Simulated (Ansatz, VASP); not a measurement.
**One calculation of MgZnTe2, two programs**

Contents of INCAR:

```
ALGO     = Normal         # electronic algorithm
EDIFF    = 1E-6           # SCF threshold, eV
ENCUT    = 520            # plane-wave cutoff, eV
GGA      = PE             # functional
ISIF     = 2              # what is computed and relaxed
ISMEAR   = 0              # smearing method
LASPH    = T              # aspherical terms in the spheres
LCHARG   = F              # write CHGCAR
LREAL    = F              # projectors in reciprocal space
LWAVE    = F              # write WAVECAR
NBANDS   = 21             # bands
NELM     = 80             # most SCF steps
PREC     = Accurate       # precision mode
SIGMA    = 0.01           # smearing width, eV
```

File KPOINTS:

```
k-points
0
Gamma
  6 6 4
```

POSCAR

```
MgZnTe2
1.0
    4.5602263339      0.0000000000      0.0000000000
    0.0000000000      4.5602263339      0.0000000000
    0.0000000000      0.0000000000      6.5197853002
Mg Te Zn
1 2 1
Direct
    0.0000000000      0.0000000000      0.0000000000
    0.0000000000      0.5000000000      0.2641086205
    0.5000000000      0.0000000000      0.7358913795
    0.5000000000      0.5000000000      0.5000000000
```

Input for Ansatz:

```yaml
crystal:
  lattice:
    - [4.5602263339, 0.0, 0.0]
    - [0.0, 4.5602263339, 0.0]
    - [0.0, 0.0, 6.5197853002]
  atoms:
    - { symbol: Mg, position: [0.0, 0.0, 0.0] }
    - { symbol: Te, position: [0.0, 0.5, 0.2641086205] }
    - { symbol: Zn, position: [0.5, 0.5, 0.5] }
    - { symbol: Te, position: [0.5, 0.0, 0.7358913795] }
kpoints:
  mp_grid: { grid: [6, 6, 4] }
hamiltonian:
  xc: pbe
scf:
  occupations: { method: fixed }
  n_extra_bands: 5
output:
  forces: true
  stress: true
  eigenvalues: true
```

Alike in both runs: task single point; functional PBE; k mesh 6 × 6 × 4; no spin polarisation.

|  | VASP | Ansatz |
| --- | --- | --- |
| version | VASP 6.6.1 | Ansatz 0.2.0 |
| potentials or method | VASP PAW PBE potentials, release 64 (Mg, Te, Zn) | plane waves, PAW |
| plane-wave cutoff (eV) | 520 | 420 |
| occupations | gaussian, width 0.01 eV | fixed |
| valence electrons in the cell | 26 | 54 |

Ansatz gave:

| Quantity | Value |
| --- | --- |
| gap on the k mesh at the Fermi level (eV) | 1.27 |
| pressure (GPa) | -2.0 |

Task: Estimate VASP's values.

Result: gap on the k mesh at the Fermi level (eV): 1.26; pressure (GPa): -1.9.

VASP's potentials hold 26 valence electrons a cell and Ansatz's 54, so a difference there can come from the potentials and not from the codes.

Spin-orbit coupling is off throughout.
